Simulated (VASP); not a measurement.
# ZrO2 (Fm-3m) in VASP: further runs

ZrO2 is run at these levels: PBE, r2SCAN; tasks: single point.

Program: VASP 6.6.1. These are calculated values, not measurements. Logs are shortened: lines on timing, memory, paths and dates and some standing lists are left out, and cuts for length are marked.

## (1) The cell of the first run

Symmetry: Fm-3m, No. 225, cubic system. The conventional cell has a = 5.089 Å, b = 5.089 Å, c = 5.089 Å, α = 90.00°, β = 90.00°, γ = 90.00°. Zr (site symmetry m-3m) has 8 O at 2.20 Å within 2.9 Å. O (site symmetry -43m) has 4 Zr at 2.20 Å and 6 O at 2.54 Å within 2.9 Å.

## (2) Single point, PBE

INCAR

```
  PREC = Accurate
  ENCUT = 600
  EDIFF = 1E-6
  ISMEAR = 0
  SIGMA = 0.01
  LREAL = False
  LASPH = True
  NELM = 120
  ALGO = Normal
  ISIF = 2
  LWAVE = False
  LCHARG = True
  GGA = PE
  LELF = True
  LVHAR = True
  NBANDS = 19
  GGA_COMPAT = False
```

KPOINTS

```
Automatic mesh
0
Gamma
  6 6 6
```

POSCAR

```
ZrO2
1.0
    0.0000000000      2.5447130569      2.5447130569
    2.5447130569      0.0000000000      2.5447130569
    2.5447130569      2.5447130569      0.0000000000
Zr O
1 2
Direct
    0.0000000000      0.0000000000      0.0000000000
    0.7500000000      0.7500000000      0.7500000000
    0.2500000000      0.2500000000      0.2500000000
```

Potentials or basis: VASP PAW PBE potentials, release 64 (Zr_sv, O).

Started as:

```
> cat potpaw_PBE.64/Zr_sv/POTCAR potpaw_PBE.64/O/POTCAR > POTCAR
> mpirun -np 1 vasp_std > vasp.out
```

OUTCAR:

```text
PREC = Accurate
   ENCUT = 600
   EDIFF = 1E-6
   ISMEAR = 0
   LREAL = False
   LASPH = True
   NELM = 120
   ISIF = 2
   GGA = PE

 ion  position               nearest neighbor table
   1  0.000  0.000  0.000-   2 2.20   2 2.20   2 2.20   2 2.20   3 2.20   3 2.20   3 2.20   3 2.20

   2  0.750  0.750  0.750-   1 2.20   1 2.20   1 2.20   1 2.20
   3  0.250  0.250  0.250-   1 2.20   1 2.20   1 2.20   1 2.20

  LATTYP: Found a face centered cubic cell.
 ALAT       =     5.0894261138

  Lattice vectors:

 A1 = (   0.0000000000,   2.5447130569,   2.5447130569)
 A2 = (   2.5447130569,   0.0000000000,   2.5447130569)
 A3 = (   2.5447130569,   2.5447130569,   0.0000000000)

Analysis of symmetry for initial positions (statically):
=====================================================================
 Subroutine PRICEL returns:
 Original cell was already a primitive cell.

 Routine SETGRP: Setting up the symmetry group for a
 face centered cubic supercell.

 Subroutine GETGRP returns: Found 48 space group operations
 (whereof 48 operations were pure point group operations)
 out of a pool of 48 trial point group operations.

The static configuration has the point symmetry O_h .

Analysis of symmetry for dynamics (positions and initial velocities):
=====================================================================
 Subroutine PRICEL returns:
 Original cell was already a primitive cell.

 Routine SETGRP: Setting up the symmetry group for a
 face centered cubic supercell.

 Subroutine GETGRP returns: Found 48 space group operations
 (whereof 48 operations were pure point group operations)
 out of a pool of 48 trial point group operations.

The dynamic configuration has the point symmetry O_h .

 Subroutine INISYM returns: Found 48 space group operations
 (whereof 48 operations are pure point group operations),
 and found     1 'primitive' translations

----------------------------------------------------------------------------------------

                                     Primitive cell

  volume of cell :      32.9569

  direct lattice vectors                    reciprocal lattice vectors
     0.000000000  2.544713057  2.544713057    -0.196485808  0.196485808  0.196485808
     2.544713057  0.000000000  2.544713057     0.196485808 -0.196485808  0.196485808
     2.544713057  2.544713057  0.000000000     0.196485808  0.196485808 -0.196485808

  length of vectors
     3.598767717  3.598767717  3.598767717     0.340323402  0.340323402  0.340323402

  position of ions in fractional coordinates (direct lattice)
     0.000000000  0.000000000  0.000000000
     0.750000000  0.750000000  0.750000000
     0.250000000  0.250000000  0.250000000

  ion indices of the primitive-cell ions
   primitive index   ion index
                 1           1
                 2           2
                 3           3

----------------------------------------------------------------------------------------

 KPOINTS: Automatic mesh

Automatic generation of k-mesh.
 Grid dimensions read from file:
 generate k-points for:    6    6    6

 Generating k-lattice:

  Cartesian coordinates                     Fractional coordinates (reciprocal lattice)
    -0.032747635  0.032747635  0.032747635     0.166666667  0.000000000  0.000000000
     0.032747635 -0.032747635  0.032747635     0.000000000  0.166666667  0.000000000
     0.032747635  0.032747635 -0.032747635     0.000000000  0.000000000  0.166666667

  Length of vectors
     0.056720567  0.056720567  0.056720567

  Shift w.r.t. Gamma in fractional coordinates (k-lattice)
     0.000000000  0.000000000  0.000000000

 Subroutine IBZKPT returns following result:
 ===========================================

 Found     16 irreducible k-points:

 Following reciprocal coordinates:
            Coordinates               Weight
  0.000000  0.000000  0.000000      1.000000
  0.166667  0.000000  0.000000      8.000000
  0.333333  0.000000  0.000000      8.000000
  0.500000  0.000000  0.000000      4.000000
  0.166667  0.166667  0.000000      6.000000
  0.333333  0.166667  0.000000     24.000000
[... 8 lines left out ...]
 -0.333333  0.333333  0.166667     24.000000
 -0.333333  0.500000  0.166667     12.000000
   k-points           NKPTS =     16   k-points in BZ     NKDIM =     16   number of bands    NBANDS=     19
   number of dos      NEDOS =    301   number of ions     NIONS =      3
   total plane-waves  NPLWV =  27000
   dimension x,y,z NGX =    30 NGY =   30 NGZ =   30
   dimension x,y,z NGXF=    60 NGYF=   60 NGZF=   60
   ions per type =               1   2
   NGX,Y,Z   is equivalent  to a cutoff of  13.86, 13.86, 13.86 a.u.
   NGXF,Y,Z  is equivalent  to a cutoff of  27.72, 27.72, 27.72 a.u.
 SYSTEM =  unknown system
   PREC   = accura    normal or accurate (medium, high low for compatibility)
   ISTART =      0    job   : 0-new  1-cont  2-samecut
   ICHARG =      2    charge: 1-file 2-atom 10-const
   ISPIN  =      1    spin polarized calculation?
   LNONCOLLINEAR =      F non collinear calculations
   LSORBIT =      F    spin-orbit coupling
   LASPH  =      T    aspherical Exc in radial PAW
   ENCUT  =  600.0 eV  44.10 Ry    6.64 a.u.   7.19  7.19  7.19*2*pi/ulx,y,z
   NELM   =    120;   NELMIN=  2; NELMDL= -5     # of ELM steps
   EDIFF  = 0.1E-05   stopping-criterion for ELM
   LREAL  =      F    real-space projection
   EDIFFG = 0.1E-04   stopping-criterion for IOM
   NSW    =      0    number of steps for IOM
   IBRION =     -1    ionic relax: 0-MD 1-quasi-New 2-CG
   NFREE  =      0    steps in history (QN), initial steepest desc. (CG)
   ISIF   =      2    stress and relaxation
   ISYM   =      2    0-nonsym 1-usesym 2-fastsym
   POTIM  = 0.5000    time-step for ionic-motion
   TEBEG  =    0.0;   TEEND  =   0.0 temperature during run
   PSTRESS=    0.0 pullay stress
   NELECT =      24.0000    total number of electrons
   NUPDOWN=      -1.0000    fix difference up-down
   EMIN   =  10.00;   EMAX   =-10.00  energy-range for DOS
   EFERMI =   0.00;   METHOD = LEGACY
   ISMEAR =     0;   SIGMA  =   0.01  broadening in eV -4-tet -1-fermi 0-gaus
   EFERMI_NEDOS =   21; number of points for ismear=-14 and -15
   IALGO  =     38    algorithm
   IMIX   =      4    mixing-type and parameters
     AMIX     =   0.40;   BMIX     =  1.00
     AMIX_MAG =   1.60;   BMIX_MAG =  1.00
  volume/ion in A,a.u.               =      10.99        74.13
  Fermi-wavevector in a.u.,A,eV,Ry     =   1.472866  2.783312 29.515565  2.169333
  Thomas-Fermi vector in A             =   2.587828
   LORBIT       =      0    0 simple, 1 ext, 2 COOP (PROOUT), +10 PAW based schemes
   GGA     = PE    functional components
   LHFCALC =     F    Hartree Fock is set to
   AEXX    =    0.0000 exact exchange contribution
   IVDW    =     0    specifies the selected vdW correction
   LEPSILON=     F    determine dielectric tensor
   LRPA    =     F    only Hartree local field effects (RPA)
 non-spin polarized calculation
 Gauss-broadening in eV      SIGMA  =   0.01
  energy-cutoff  :      600.00
  volume of cell :       32.96
 maximum number of plane-waves:      1113
 NGX is ok and might be reduce to    30
   NGX = 15   NGY = 15   NGZ = 15

 number of electron      23.9999995 magnetization

 Free energy of the ion-electron system (eV)
  ---------------------------------------------------
  ext. energy  EPLUGINS =         0.00000000
  ---------------------------------------------------
  free energy    TOTEN  =       -28.56545409 eV

  energy without entropy =      -28.56545409  energy(sigma->0) =      -28.56545409

 E-fermi :   7.4157     XC(G=0): -11.7843

 val. band max:        7.2253867322   @ k =   0.5000   0.5000   0.0000
 cond. band min:      10.5803948032   @ k =   0.0000   0.0000   0.0000
 fundamental gap:      3.3550080710
 Fermi energy:         7.4157190877

 k-point     1 :       0.0000    0.0000    0.0000
  band No.  band energies     occupation
      1     -40.8607      2.00000
      2     -18.6810      2.00000
      3     -18.6810      2.00000
      4     -18.6810      2.00000
      5     -10.9720      2.00000
      6      -8.4139      2.00000
[... 11 lines left out ...]
     18      16.5964      0.00000
     19      21.6143      0.00000

 k-point     2 :       0.1667    0.0000    0.0000
  band No.  band energies     occupation
      1     -40.8490      2.00000
      2     -18.8687      2.00000
      3     -18.6988      2.00000
      4     -18.6988      2.00000
      5     -10.6081      2.00000
      6      -8.6677      2.00000
[... 11 lines left out ...]
     18      16.2260      0.00000
     19      21.0531      0.00000

 k-point     3 :       0.3333    0.0000    0.0000
  band No.  band energies     occupation
      1     -40.8256      2.00000
      2     -19.2088      2.00000
      3     -18.7337      2.00000
      4     -18.7337      2.00000
      5     -10.0683      2.00000
      6      -8.9047      2.00000
[... 11 lines left out ...]
     18      16.6765      0.00000
     19      20.5040      0.00000

 k-point     4 :       0.5000    0.0000    0.0000
  band No.  band energies     occupation
      1     -40.8139      2.00000
      2     -19.3648      2.00000
      3     -18.7510      2.00000
      4     -18.7510      2.00000
      5     -10.0125      2.00000
      6      -8.7689      2.00000
[... 231 lines left out ...]
     18      18.0322      0.00000
     19      21.9164      0.00000

 k-point    15 :      -0.3333    0.3333    0.1667
  band No.  band energies     occupation
      1     -40.8022      2.00000
      2     -19.2168      2.00000
      3     -19.0546      2.00000
      4     -18.8191      2.00000
      5      -9.4212      2.00000
      6      -9.1137      2.00000
[... 11 lines left out ...]
     18      18.6553      0.00000
     19      22.2437      0.00000

 k-point    16 :      -0.3333    0.5000    0.1667
  band No.  band energies     occupation
      1     -40.7983      2.00000
      2     -19.2873      2.00000
      3     -19.0057      2.00000
      4     -18.8582      2.00000
      5      -9.4216      2.00000
      6      -9.0356      2.00000
[... 11 lines left out ...]
     18      19.8054      0.00000
     19      22.0675      0.00000

------------------------ aborting loop because EDIFF is reached ----------------------------------------

  FORCE on cell =-STRESS in cart. coord.  units (eV):
  Direction    XX          YY          ZZ          XY          YZ          ZX
  --------------------------------------------------------------------------------------
  -------------------------------------------------------------------------------------
  Total        0.7981880      0.7981880      0.7981880     -0.0000000     -0.0000000     -0.0000000
  in kB       38.8033584     38.8033584     38.8033584     -0.0000000     -0.0000000     -0.0000000
  external PRESSURE =      38.8033584 kB  Pullay stress =       0.0000000 kB

 VOLUME and BASIS-vectors are now :
 -----------------------------------------------------------------------------
  energy-cutoff  :      600.00
  volume of cell :       32.96
      direct lattice vectors                 reciprocal lattice vectors
     0.000000000  2.544713057  2.544713057    -0.196485808  0.196485808  0.196485808
     2.544713057  0.000000000  2.544713057     0.196485808 -0.196485808  0.196485808
     2.544713057  2.544713057  0.000000000     0.196485808  0.196485808 -0.196485808

 POSITION                                       TOTAL-FORCE (eV/Angst)
 -----------------------------------------------------------------------------------
      0.00000      0.00000      0.00000         0.000000      0.000000      0.000000
      3.81707      3.81707      3.81707         0.000000      0.000000      0.000000
      1.27236      1.27236      1.27236        -0.000000     -0.000000     -0.000000
 -----------------------------------------------------------------------------------
    total drift:                                0.000000     -0.000000      0.000000

  FREE ENERGIE OF THE ION-ELECTRON SYSTEM (eV)
  ---------------------------------------------------
  free  energy   TOTEN  =       -28.5654540860 eV

  energy  without entropy=      -28.5654540860  energy(sigma->0) =      -28.56545409
```

Wall time 19 s (1 thread of Intel Xeon Platinum 8488C (Sapphire Rapids), shared host); peak memory 0.17 GiB.

Results:

```yaml
Free_energy: -28.5655 eV
Pressure: 3.9 GPa
Band_gap_on_the_k_mesh: 3.35 eV, indirect (least direct gap 3.80 eV)
```

## (3) Single point, r2SCAN

POSCAR is that of step 2.

INCAR.step1

```
PREC = Accurate
ENCUT = 660
ISMEAR = 0
SIGMA = 0.01
LREAL = F
LASPH = T
NELM = 120
NBANDS = 19
GGA = PE
ALGO = Normal
EDIFF = 1E-5
LWAVE = T
LCHARG = F
GGA_COMPAT = F
```

INCAR.step2

```
PREC = Accurate
ENCUT = 660
EDIFF = 1E-6
ISMEAR = 0
SIGMA = 0.01
LREAL = F
LASPH = T
NELM = 120
ALGO = Normal
ISIF = 2
LWAVE = F
LCHARG = T
METAGGA = R2SCAN
LMIXTAU = T
LELF = T
LVHAR = T
NBANDS = 19
ISTART = 1
GGA_COMPAT = F
```

KPOINTS

```
Automatic mesh
0
Gamma
  8 8 8
```

Potentials or basis: VASP PAW PBE potentials, release 64 (Zr_sv, O).

Started as:

```
> cat potpaw_PBE.64/Zr_sv/POTCAR potpaw_PBE.64/O/POTCAR > POTCAR
> cp INCAR.step1 INCAR
> mpirun -np 1 vasp_std > vasp.out
> cp INCAR.step2 INCAR
> mpirun -np 1 vasp_std > vasp.out
```

It took 91 s on 1 thread of Intel Xeon Platinum 8488C (Sapphire Rapids), shared host; peak memory 0.18 GiB.

The run converged. Its results:

| Property | Result |
| --- | --- |
| Free energy | -45.8660 eV |
| Pressure | 0.0 GPa |
| Band gap on the k mesh | 3.87 eV, indirect (least direct gap 4.28 eV) |

Levels at points of the mesh, in eV from the valence-band top:
```csv
k point,band 9,band 10,band 11,band 12,band 13,band 14,band 15,band 16
"(0.00, 0.00, 0.00)",-5.32,-0.55,-0.55,-0.55,3.87,3.87,7.18,9.98
"(0.50, 0.00, 0.00)",-2.59,-2.50,-1.68,-1.68,4.49,4.49,6.62,9.05
"(0.50, 0.50, 0.00)",-3.22,-1.52,-1.52,0.00,4.28,5.25,6.39,7.82
```

Caveat: the PAW data sets were made with another functional, which shifts forces and pressure a little. A k mesh can miss the band edges.

## (4) Single point, PBE, non-collinear spin, zero start, spin-orbit coupling

INCAR

```
SYSTEM = ZrO2
  PREC = Accurate
  ENCUT = 600
  EDIFF = 1E-6
  ISMEAR = 0
  SIGMA = 0.01
  LREAL = .False.
  LASPH = .True.
  NELM = 200
  ALGO = Normal
  ISIF = 2
  LWAVE = .False.
  LCHARG = .False.
  LNONCOLLINEAR = .True.
  MAGMOM = 0 0 0 0 0 0 0 0 0
  LORBIT = 11
  LSORBIT = .True.
  GGA_COMPAT = .False.
  LORBMOM = .True.
  LMAXMIX = 4
  GGA = PE
  NBANDS = 37
```

KPOINTS

```
Automatic mesh
0
Gamma
  8 8 8
  0 0 0
```

POSCAR is that of step 3.

Started as:

```
> cat potpaw_PBE.64/Zr_sv/POTCAR potpaw_PBE.64/O/POTCAR > POTCAR
> mpirun -np 1 vasp_ncl > vasp.out
```

It took 1.9 min on 1 thread of Intel Xeon Platinum 8488C (Sapphire Rapids), shared host; peak memory 0.31 GiB.

The run converged. Its results:

```
Free energy                                           : -28.6324 eV
Pressure                                              : 3.9 GPa
Net moment                                            : 0.00 μB per cell
Valence electrons inside the program's atomic spheres : Zr 9.53; O 5.10
```

Moments on the atoms (μB; x, y, z):
```
Zr  0.00 0.00 0.00
O   0.00 0.00 0.00
O   0.00 0.00 0.00
```

## (5) Overview

```csv
level,spin,k mesh,cutoff (eV),gap on the mesh (eV),pressure (GPa)
PBE,off,6 × 6 × 6,600,3.35,3.9
r2SCAN,off,8 × 8 × 8,660,3.87,0.0
PBE,"non-collinear, zero start, SOC",8 × 8 × 8,600,-,3.9
```

Alike in all rows: task single point; potentials or basis VASP PAW PBE potentials, release 64 (Zr_sv, O); cell as given; smearing gaussian 0.01 eV.

The pressure there spans 0.0 GPa (r2SCAN) to 3.9 GPa (PBE); a positive pressure means that this level wants a larger cell, a negative one a smaller.

Caveats: the PAW data sets were made with another functional, which shifts forces and pressure a little (some runs).

Total energies depend on the potentials used, so only differences within one code and one set of settings carry meaning.
